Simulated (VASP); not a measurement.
**Re: electric field gradients with PBE**

Re:

```
Re
1.0
     2.61155    0.00000    0.00000
    -1.30577    2.26167    0.00000
     0.00000    0.00000    4.17583
Re
2
Direct
  0.33333 0.66667 0.25000
  0.66667 0.33333 0.75000
```

This cell differs from its parent crystal: volume scaled by 1.01.

```
Program                : VASP 6.6.1
Task                   : electric field gradients
Functional             : PBE
Potentials or basis    : VASP PAW PBE potentials, release 64 (Re)
Cutoff                 : 520 eV
k mesh                 : 14 × 14 × 8
Occupations            : fermi-dirac, width 0.05 eV
Spin                   : no spin polarisation
Dipole correction      : no
Further INCAR settings : ALGO = Normal; EDIFF = 1e-08; NBANDS = 14
```

```json
{
  "Pressure": "108.7 GPa",
  "Band gap on the k mesh": "zero (band 7 reaches 12.14 eV, above the bottom of band 8 at 7.90 eV)"
}
```

Stress tensor (GPa, compression positive):
```
106.00   0.00   0.00
  0.00 106.00   0.00
  0.00   0.00 114.09
```

Levels at points of the mesh, in eV from the Fermi level:
```tsv
k point	band 3	band 4	band 5	band 6	band 7	band 8	band 9	band 10	band 11	band 12
(0.00, 0.00, 0.00)	-2.15	-2.15	-1.94	-1.00	-1.00	0.07	0.07	1.33	4.23	4.23
(0.50, 0.00, 0.00)	-6.64	-2.67	-1.70	-1.51	-0.58	5.06	5.80	5.81	7.84	8.91
(0.00, 0.00, 0.50)	-2.81	-2.81	-2.33	-2.33	-2.33	-2.33	3.30	3.30	3.30	3.30
(0.50, 0.00, 0.50)	-5.21	-5.21	0.38	0.38	1.45	1.45	5.49	5.49	6.15	6.15
```

Electric field gradients, principal values (V/Å²):
| atom | least | middle | greatest (by size) |
| --- | --- | --- | --- |
| 1 Re | 53.366 | 53.367 | -106.733 |
| 2 Re | 53.366 | 53.367 | -106.733 |

Run time: 35 s on 1 thread of Intel(R) Xeon(R) Platinum 8259CL CPU @ 2.50GHz (Skylake/Cascade Lake), on a shared host, peak memory 0.16 GiB.

Caveat: without QUAD_EFG the Cq values of the log hold for a quadrupole moment of 1 mb, not for the nuclei; spin-orbit coupling is left out, which moves the levels of the heavy elements.
